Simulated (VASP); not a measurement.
# SnSe (I4/mmm) in VASP: a series of runs, part 2 of 3

VASP 6.6.1.

## Step 3: Single point, PBEsol (strain -0.0750 x Voigt [1, 0, 0, 0, 0, 0])

INCAR

```
PREC = Accurate
ENCUT = 520
EDIFF = 1E-6
ISMEAR = 0
SIGMA = 0.05
LREAL = F
LASPH = T
NELM = 80
ALGO = Normal
ISIF = 2
LWAVE = F
LCHARG = F
GGA = PS
NBANDS = 17
```

KPOINTS

```
regular mesh
0
Gamma
  8 8 8
```

POSCAR

```
SnSe
1.0
    0.0000000000      2.9727546651      2.9727546651
    2.7497980652      0.0000000000      2.9727546651
    2.7497980652      2.9727546651      0.0000000000
Sn Se
1 1
Direct
    0.0000000000      0.0000000000      0.0000000000
    0.5000000000      0.5000000000      0.5000000000
```

Potentials or basis: VASP PAW PBE potentials, release 64 (Sn_d, Se).

Command:

```console
$ cat potpaw_PBE.64/Sn_d/POTCAR potpaw_PBE.64/Se/POTCAR > POTCAR
$ mpirun -np 1 vasp_std > vasp.out
```

OUTCAR:

```text
PREC = Accurate
   ENCUT = 520
   EDIFF = 1E-6
   ISMEAR = 0
   LREAL = F
   LASPH = T
   NELM = 80
   ISIF = 2
   GGA = PS

 ion  position               nearest neighbor table
   1  0.000  0.000  0.000-   2 2.75   2 2.75   2 2.97   2 2.97   2 2.97   2 2.97
   2  0.500  0.500  0.500-   1 2.75   1 2.75   1 2.97   1 2.97   1 2.97   1 2.97

  LATTYP: Found a body centered tetragonal cell.
 ALAT       =     4.2041099650
 C/A-ratio  =     1.3081475452

  Lattice vectors:

 A1 = (  -2.7497980652,   0.0000000000,  -2.9727546651)
 A2 = (  -2.7497980652,   0.0000000000,   2.9727546651)
 A3 = (   2.7497980652,   2.9727546651,   0.0000000000)

Analysis of symmetry for initial positions (statically):
=====================================================================
 Subroutine PRICEL returns:
 Original cell was already a primitive cell.

 Routine SETGRP: Setting up the symmetry group for a
 body centered tetragonal supercell.

 Subroutine GETGRP returns: Found 16 space group operations
 (whereof 16 operations were pure point group operations)
 out of a pool of 16 trial point group operations.

The static configuration has the point symmetry D_4h.

Analysis of symmetry for dynamics (positions and initial velocities):
=====================================================================
 Subroutine PRICEL returns:
 Original cell was already a primitive cell.

 Routine SETGRP: Setting up the symmetry group for a
 body centered tetragonal supercell.

 Subroutine GETGRP returns: Found 16 space group operations
 (whereof 16 operations were pure point group operations)
 out of a pool of 16 trial point group operations.

The dynamic configuration has the point symmetry D_4h.

 Subroutine INISYM returns: Found 16 space group operations
 (whereof 16 operations are pure point group operations),
 and found     1 'primitive' translations

----------------------------------------------------------------------------------------

                                     Primitive cell

  volume of cell :      48.6014

  direct lattice vectors                    reciprocal lattice vectors
     0.000000000  2.972754665  2.972754665    -0.181831534  0.168194169  0.168194169
     2.749798065  0.000000000  2.972754665     0.181831534 -0.168194169  0.168194169
     2.749798065  2.972754665  0.000000000     0.181831534  0.168194169 -0.168194169

  length of vectors
     4.204109965  4.049525861  4.049525861     0.299401509  0.299401509  0.299401509

  position of ions in fractional coordinates (direct lattice)
     0.000000000  0.000000000  0.000000000
     0.500000000  0.500000000  0.500000000

  ion indices of the primitive-cell ions
   primitive index   ion index
                 1           1
                 2           2

----------------------------------------------------------------------------------------

 KPOINTS: regular mesh

Automatic generation of k-mesh.
 Grid dimensions read from file:
 generate k-points for:    8    8    8

 Generating k-lattice:

  Cartesian coordinates                     Fractional coordinates (reciprocal lattice)
    -0.022728942  0.021024271  0.021024271     0.125000000  0.000000000  0.000000000
     0.022728942 -0.021024271  0.021024271     0.000000000  0.125000000 -0.000000000
     0.022728942  0.021024271 -0.021024271     0.000000000 -0.000000000  0.125000000

  Length of vectors
     0.037425189  0.037425189  0.037425189

  Shift w.r.t. Gamma in fractional coordinates (k-lattice)
     0.000000000  0.000000000  0.000000000

 Subroutine IBZKPT returns following result:
 ===========================================

 Found     59 irreducible k-points:

 Following reciprocal coordinates:
            Coordinates               Weight
  0.000000  0.000000  0.000000      1.000000
  0.125000  0.000000  0.000000      8.000000
  0.250000  0.000000  0.000000      8.000000
  0.375000  0.000000  0.000000      8.000000
  0.500000  0.000000  0.000000      4.000000
  0.125000  0.125000  0.000000      4.000000
[... 16 lines left out ...]
  0.250000  0.125000  0.125000      4.000000
  0.375000  0.125000  0.125000      8.000000
 [... further k-points ...]
   k-points           NKPTS =     59   k-points in BZ     NKDIM =     59   number of bands    NBANDS=     17
   number of dos      NEDOS =    301   number of ions     NIONS =      2
   total plane-waves  NPLWV =  28800
   dimension x,y,z NGX =    32 NGY =   30 NGZ =   30
   dimension x,y,z NGXF=    64 NGYF=   60 NGZF=   60
   ions per type =               1   1
   NGX,Y,Z   is equivalent  to a cutoff of  12.65, 12.32, 12.32 a.u.
   NGXF,Y,Z  is equivalent  to a cutoff of  25.31, 24.63, 24.63 a.u.
 SYSTEM =  unknown system
   PREC   = accura    normal or accurate (medium, high low for compatibility)
   ISTART =      0    job   : 0-new  1-cont  2-samecut
   ICHARG =      2    charge: 1-file 2-atom 10-const
   ISPIN  =      1    spin polarized calculation?
   LNONCOLLINEAR =      F non collinear calculations
   LSORBIT =      F    spin-orbit coupling
   LASPH  =      T    aspherical Exc in radial PAW
   ENCUT  =  520.0 eV  38.22 Ry    6.18 a.u.   7.82  7.53  7.53*2*pi/ulx,y,z
   NELM   =     80;   NELMIN=  2; NELMDL= -5     # of ELM steps
   EDIFF  = 0.1E-05   stopping-criterion for ELM
   LREAL  =      F    real-space projection
   EDIFFG = 0.1E-04   stopping-criterion for IOM
   NSW    =      0    number of steps for IOM
   IBRION =     -1    ionic relax: 0-MD 1-quasi-New 2-CG
   NFREE  =      0    steps in history (QN), initial steepest desc. (CG)
   ISIF   =      2    stress and relaxation
   ISYM   =      2    0-nonsym 1-usesym 2-fastsym
   POTIM  = 0.5000    time-step for ionic-motion
   TEBEG  =    0.0;   TEEND  =   0.0 temperature during run
   PSTRESS=    0.0 pullay stress
   NELECT =      20.0000    total number of electrons
   NUPDOWN=      -1.0000    fix difference up-down
   EMIN   =  10.00;   EMAX   =-10.00  energy-range for DOS
   EFERMI =   0.00;   METHOD = LEGACY
   ISMEAR =     0;   SIGMA  =   0.05  broadening in eV -4-tet -1-fermi 0-gaus
   EFERMI_NEDOS =   21; number of points for ismear=-14 and -15
   IALGO  =     38    algorithm
   IMIX   =      4    mixing-type and parameters
     AMIX     =   0.40;   BMIX     =  1.00
     AMIX_MAG =   1.60;   BMIX_MAG =  1.00
  volume/ion in A,a.u.               =      24.30       163.99
  Fermi-wavevector in a.u.,A,eV,Ry     =   1.217686  2.301092 20.174152  1.482758
  Thomas-Fermi vector in A             =   2.352998
   LORBIT       =      0    0 simple, 1 ext, 2 COOP (PROOUT), +10 PAW based schemes
   GGA     = PS    functional components
   LHFCALC =     F    Hartree Fock is set to
   AEXX    =    0.0000 exact exchange contribution
   IVDW    =     0    specifies the selected vdW correction
   LEPSILON=     F    determine dielectric tensor
   LRPA    =     F    only Hartree local field effects (RPA)
 non-spin polarized calculation
 Gauss-broadening in eV      SIGMA  =   0.05
  energy-cutoff  :      520.00
  volume of cell :       48.60
 maximum number of plane-waves:      1331
   NGX = 15   NGY = 15   NGZ = 15

 number of electron      19.9999995 magnetization

 Free energy of the ion-electron system (eV)
  ---------------------------------------------------
  ext. energy  EPLUGINS =         0.00000000
  ---------------------------------------------------
  free energy    TOTEN  =        -8.80121402 eV

  energy without entropy =       -8.80121402  energy(sigma->0) =       -8.80121402

 E-fermi :   7.2073     XC(G=0): -10.2987

 val. band max:        6.9159788286   @ k =  -0.2500   0.1250   0.0000
 cond. band min:       7.4209465627   @ k =   0.3750   0.1250   0.1250
 fundamental gap:      0.5049677341
 Fermi energy:         7.2073154718

 k-point     1 :       0.0000    0.0000    0.0000
  band No.  band energies     occupation
      1     -14.7178      2.00000
      2     -14.7086      2.00000
      3     -14.7075      2.00000
      4     -14.6992      2.00000
      5     -14.6992      2.00000
      6      -7.9663      2.00000
[... 9 lines left out ...]
     16      13.0565      0.00000
     17      14.4435      0.00000

 k-point     2 :       0.1250    0.0000    0.0000
  band No.  band energies     occupation
      1     -14.7183      2.00000
      2     -14.7100      2.00000
      3     -14.7073      2.00000
      4     -14.6974      2.00000
      5     -14.6964      2.00000
      6      -7.8315      2.00000
[... 9 lines left out ...]
     16      13.0799      0.00000
     17      15.5557      0.00000
[... 421 lines left out ...]
 k-point    24 :       0.3750    0.1250    0.1250
  band No.  band energies     occupation
      1     -14.7219      2.00000
      2     -14.7217      2.00000
      3     -14.7012      2.00000
      4     -14.6917      2.00000
      5     -14.6868      2.00000
      6      -7.2323      2.00000
[... 9 lines left out ...]
     16      16.0833      0.00000
     17      18.3049      0.00000

 [... further k-points ...]
[... 5 lines left out ...]
  --------------------------------------------------------------------------------------
  -------------------------------------------------------------------------------------
  Total        5.1548216      0.2896845      0.2896845     -0.0000000      0.0000000     -0.0000000
  in kB      169.9320462      9.5496390      9.5496390     -0.0000000      0.0000000     -0.0000000
  external PRESSURE =      63.0104414 kB  Pullay stress =       0.0000000 kB

 VOLUME and BASIS-vectors are now :
 -----------------------------------------------------------------------------
  energy-cutoff  :      520.00
  volume of cell :       48.60
      direct lattice vectors                 reciprocal lattice vectors
     0.000000000  2.972754665  2.972754665    -0.181831534  0.168194169  0.168194169
     2.749798065  0.000000000  2.972754665     0.181831534 -0.168194169  0.168194169
     2.749798065  2.972754665  0.000000000     0.181831534  0.168194169 -0.168194169

 POSITION                                       TOTAL-FORCE (eV/Angst)
 -----------------------------------------------------------------------------------
      0.00000      0.00000      0.00000        -0.000000      0.000000     -0.000000
      2.74980      2.97275      2.97275         0.000000     -0.000000      0.000000
 -----------------------------------------------------------------------------------
    total drift:                                0.000000     -0.000000     -0.000000

  FREE ENERGIE OF THE ION-ELECTRON SYSTEM (eV)
  ---------------------------------------------------
  free  energy   TOTEN  =        -8.8012140218 eV

  energy  without entropy=       -8.8012140218  energy(sigma->0) =       -8.80121402
```

It took 36 s on 1 thread of Intel Xeon Platinum 8259CL at 2.50GHz (Skylake/Cascade Lake), shared host; peak memory 0.2 GiB.

Results:

```
Free energy            : -8.8012 eV
Pressure               : 6.3 GPa
Band gap on the k mesh : 0.50 eV, indirect (least direct gap 0.58 eV)
```

Stress tensor (GPa, compression positive):
```
16.99  0.00  0.00
 0.00  0.95  0.00
 0.00  0.00  0.95
```

Caveat: the cell differs from its parent crystal (strain -0.0750 x Voigt [1, 0, 0, 0, 0, 0]); the PAW data sets were made with another functional, which shifts forces and pressure a little; spin-orbit coupling is left out, which moves the levels of the heavy elements. A k mesh can miss the band edges.

(Continued in part 3 of 3.)
